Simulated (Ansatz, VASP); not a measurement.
# One calculation of Re, two programs

```
Re
1.0
     2.76080    0.00000    0.00000
    -1.38040    2.39092    0.00000
     0.00000    0.00000    4.45820
Re
2
Direct
  0.66667 0.33333 0.75000
  0.33333 0.66667 0.25000
```

Alike in both runs: task relaxation of cell and atoms; functional r2SCAN; dispersion D3(BJ); k mesh 11 × 11 × 6; occupations fermi-dirac, width 0.05 eV; no spin polarisation.

```csv
,VASP,Ansatz
version,VASP 6.6.1,Ansatz 0.2.0
potentials or method,"VASP PAW PBE potentials, release 64 (Re)",Ansatz PAW
plane-wave cutoff (eV),600,500
valence electrons in the cell,14,30
```

Ansatz gave:

```
relaxed volume (Å³/atom)                                        : 14.57
relaxed length of the cell vector where the two differ most in proportion (Å) : 2.750
```

Question: What did VASP give for the same quantities?

Answer: Relaxed volume (Å³/atom): 14.58; relaxed length of the cell vector where the two differ most in proportion (Å): 2.750.

VASP's potentials were made for PBE, not for r2SCAN. VASP's potentials hold 14 valence electrons a cell and Ansatz's 30, so a difference there can come from the potentials and not from the codes.

Spin-orbit coupling is off throughout. Noted on Ansatz's run: the plane-wave basis is chosen anew once the cell has moved, so the energies of steps on either side of that aren't comparable.
